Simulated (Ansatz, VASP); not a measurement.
One calculation of H, two programs

```xyz
2
Lattice="9.0000 0.0000 0.0000 0.0000 9.5000 0.0000 0.0000 0.0000 10.0000" Properties=species:S:1:pos:R:3 pbc="T T T"
H     4.5000    4.7500    4.6211
H     4.5000    4.7500    5.3789
```

Alike in both runs: functional PBEsol; k mesh 1 × 1 × 1; occupations gaussian, width 0.02 eV; no spin polarisation.

Ansatz relaxed the structure, and its values are those at the end. VASP's run is a single point on that final structure, the one shown.

```csv
,VASP,Ansatz
version,VASP 6.6.1,Ansatz 0.2.0
potentials or method,"VASP PAW PBE potentials, release 64 (H), cutoff 520 eV","plane waves, PAW"
valence electrons in the cell,2,2
```

```csv
,VASP,Ansatz,Ansatz less VASP
rms of the force components (eV/Å),0.011,0.008,-0.0026
```

VASP's potentials were made for PBE, not for PBEsol. The functional is the same, so the differences come from potentials, cutoffs and numerics. Ansatz's warnings: stress scf threshold loose.
